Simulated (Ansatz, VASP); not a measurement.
# C: VASP beside Ansatz

INCAR

```
PREC = Accurate ; ENCUT = 520
EDIFF = 1E-6 ; ISMEAR = 0
SIGMA = 0.05 ; LREAL = F
LASPH = T ; NELM = 60
ALGO = Normal ; ISIF = 2
LWAVE = F ; LCHARG = F
GGA = PE ; IVDW = 12
NBANDS = 31
```

KPOINTS

```
Automatic mesh
0
Gamma
  7 11 3
```

Contents of POSCAR:

```
C
1.0
    0.0000000000      1.4231666446     -3.3613878322
   -2.4649969361      0.0000000000      0.0000000000
    3.2866625815     11.5415932491      1.0280895517
C
10
Direct
   -0.0635628984      0.6297935593      0.7723451695
    0.7183771566      0.6791837027      0.0593877770
    0.7728921428      0.4168361668      0.2376271251
   -0.1725928709      1.1544886310      0.4158664732
   -0.1180778846      0.8921410951      0.5941058214
    0.7361378297      0.2584687614      0.1188515711
   -0.2093471841      0.9961212256      0.2970909192
   -0.1548321978      0.7337736897      0.4753302673
   -0.1003172115      1.4714261539      0.6535696154
   -0.0458022253      1.2090786180      0.8318089635
```

Input for Ansatz:

```yaml
crystal:
  lattice:
    - [0.0, 1.4231666446, -3.3613878322]
    - [-2.4649969361, 0.0, 0.0]
    - [3.2866625815, 11.5415932491, 1.0280895517]
  atoms:
    - { symbol: C, position: [-0.0635628984, 0.6297935593, 0.7723451695] }
    - { symbol: C, position: [0.7183771566, 0.6791837027, 0.059387777] }
    - { symbol: C, position: [0.7728921428, 0.4168361668, 0.2376271251] }
    - { symbol: C, position: [-0.1725928709, 1.154488631, 0.4158664732] }
    - { symbol: C, position: [-0.1180778846, 0.8921410951, 0.5941058214] }
    - { symbol: C, position: [0.7361378297, 0.2584687614, 0.1188515711] }
    - { symbol: C, position: [-0.2093471841, 0.9961212256, 0.2970909192] }
    - { symbol: C, position: [-0.1548321978, 0.7337736897, 0.4753302673] }
    - { symbol: C, position: [-0.1003172115, 1.4714261539, 0.6535696154] }
    - { symbol: C, position: [-0.0458022253, 1.209078618, 0.8318089635] }
basis:
  ecutwfc: 520.0
kpoints:
  mp_grid: { grid: [7, 11, 3] }
hamiltonian:
  xc: pbe
  dispersion: d3bj
scf:
  occupations: { method: gaussian, width: 0.05 }
output:
  forces: true
  stress: true
  eigenvalues: true
```

Alike in both runs: task single point; functional PBE; dispersion D3(BJ); k mesh 7 × 11 × 3; occupations gaussian, width 0.05 eV; no spin polarisation.

|  | VASP | Ansatz |
| --- | --- | --- |
| version | VASP 6.6.1 | Ansatz 0.2.0 |
| potentials or method | VASP PAW PBE potentials, release 64 (C), cutoff 520 eV | scalar-relativistic, plane waves, PAW |
| valence electrons in the cell | 40 | 40 |

```csv
,VASP,Ansatz,Ansatz less VASP
gap on the k mesh at the Fermi level (eV),none,none,-
pressure (GPa),-4.7,-5.1,-0.37
"traceless stress, the component that is largest in VASP (GPa)",-4.01,-4.17,-0.167
rms of the force components (eV/Å),0.835,0.833,-0.0021
```

Atom by atom the forces differ by 0.012 eV/Å (rms over components). A gap of «none» marks a metal or a gap that the smearing closes.
